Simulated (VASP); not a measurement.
Wanted: the native input for a VASP 6.6.1 run.

| Item | Value |
| --- | --- |
| Task | single point |
| Functional | r2SCAN |
| Potentials or basis | VASP PAW PBE potentials, release 64 (B, Y_sv, N) |
| Cutoff | 520 eV |
| k mesh | 12 × 12 × 4 |
| Occupations | gaussian, width 0.01 eV |
| Spin | no spin polarisation |
| Dipole correction | no |
| Further INCAR settings | ALGO = Normal; EDIFF = 1e-06; NBANDS = 30 |

The system is YB3N4.

```
B Y N
1.0
     2.77878    0.00000    0.00000
    -1.38939    2.40649    0.00000
     0.00000    0.00000    9.76967
B Y N
3 1 4
Direct
  0.33333 0.66667 0.04110
  0.33333 0.66667 0.46874
  0.66667 0.33333 0.25536
  0.66667 0.33333 0.75420
  0.33333 0.66667 0.20255
  0.33333 0.66667 0.62275
  0.66667 0.33333 0.41565
  0.66667 0.33333 0.98966
```

These files were run (other wordings do the same):

POSCAR

```
YB3N4
1.0
    2.7787805376      0.0000000000      0.0000000000
   -1.3893902688      2.4064945371      0.0000000000
    0.0000000000      0.0000000000      9.7696684450
B Y N
3 1 4
Direct
    0.3333333333      0.6666666667      0.0411040624
    0.3333333333      0.6666666667      0.4687435509
    0.6666666667      0.3333333333      0.2553585460
    0.6666666667      0.3333333333      0.7541964111
    0.3333333333      0.6666666667      0.2025456667
    0.3333333333      0.6666666667      0.6227463366
    0.6666666667      0.3333333333      0.4156455335
    0.6666666667      0.3333333333      0.9896598929
```

INCAR.step1

```
  PREC = Accurate
  ENCUT = 520
  ISMEAR = 0
  SIGMA = 0.01
  LREAL = False
  LASPH = True
  NELM = 80
  NBANDS = 30
  GGA = PE
  ALGO = Normal
  EDIFF = 1E-4
  LWAVE = True
  LCHARG = False
```

INCAR.step2

```
  PREC = Accurate
  ENCUT = 520
  EDIFF = 1E-6
  ISMEAR = 0
  SIGMA = 0.01
  LREAL = False
  LASPH = True
  NELM = 80
  ALGO = Normal
  ISIF = 2
  LWAVE = False
  LCHARG = True
  METAGGA = R2SCAN
  LMIXTAU = True
  LELF = True
  LVHAR = True
  NBANDS = 30
  ISTART = 1
```

KPOINTS

```
Automatic mesh
0
Gamma
  12 12 4
```

Potentials or basis: VASP PAW PBE potentials, release 64 (B, Y_sv, N).

The run is started by

```sh
$ cat potpaw_PBE.64/B/POTCAR potpaw_PBE.64/Y_sv/POTCAR potpaw_PBE.64/N/POTCAR > POTCAR
$ cp INCAR.step1 INCAR
$ mpirun -np 1 vasp_std > vasp.out
$ cp INCAR.step2 INCAR
$ mpirun -np 1 vasp_std > vasp.out
```

It gave:

```json
{
 "Pressure": "0.5 GPa",
 "Largest force": "0.046 eV/Å",
 "Band gap on the k mesh": "0.59 eV (least direct gap 1.56 eV)"
}
```

Caveat: the PAW data sets were made with another functional, which shifts forces and pressure a little.

It took 17 min on 1 thread of AMD EPYC 7R43 64-Core Processor (Zen 3), on a shared host, peak memory 0.27 GiB.
